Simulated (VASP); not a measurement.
**AgSn2: single point with PBE**

Crystal: AgSn2.

```
Ag Sn
1.0
     1.68265   -6.92103    0.00000
     1.68265    6.92103    0.00000
     0.00000    0.00000    3.18159
Ag Sn
1 2
Direct
  0.00000 0.00000 0.00000
  0.35387 0.64613 0.50000
  0.64613 0.35387 0.50000
```

| Quantity | Value |
| --- | --- |
| Program | VASP 6.6.1 |
| Task | single point |
| Functional | PBE |
| Potentials or basis | VASP PAW PBE potentials, release 64 (Ag, Sn_d) |
| Cutoff | 520 eV |
| k mesh | 12 × 12 × 16 |
| Occupations | gaussian, width 0.1 eV |
| Spin | no spin polarisation |

| Property | Result |
| --- | --- |
| Pressure | -0.1 GPa |
| Largest force | 0.009 eV/Å |
| Band gap on the k mesh | zero (an odd number of electrons rules out a gap without spin polarisation) |

Forces in eV/Å, atoms in the order of the input:
```
Ag   0.000  0.000  0.000
Sn   0.000  0.009  0.000
Sn   0.000 -0.009  0.000
```

Levels at points of the mesh, in eV from the Fermi level:
```
           k point  band 16  band 17  band 18  band 19  band 20  band 21  band 22  band 23  band 24  band 25
(0.00, 0.00, 0.00)    -4.56    -4.40    -4.30     2.38     3.80     3.90     4.42     5.02     6.89     6.91
(0.50, 0.00, 0.00)    -4.48    -4.32    -3.92    -3.13    -1.11     0.61     4.05     5.43     7.40     7.42
(0.50, 0.50, 0.00)    -4.57    -4.30    -2.47    -1.46     2.84     5.32     5.40     5.53     6.90     8.13
(0.00, 0.00, 0.50)    -4.58    -3.26    -3.18    -2.90    -2.49     1.04     5.58     5.85     7.25     7.44
(0.50, 0.00, 0.50)    -3.89    -3.36    -2.39    -1.85    -0.78    -0.29     1.73     2.43     2.57     2.99
(0.50, 0.50, 0.50)    -4.75    -4.58    -4.16    -2.74     1.10     1.21     3.29     4.11     5.66     7.19
```

Run time: 10 min on 1 thread of Intel(R) Xeon(R) 6975P-C (Granite Rapids), on a shared host, peak memory 0.77 GiB.

Caveat: spin-orbit coupling is left out, which moves the levels of the heavy elements.
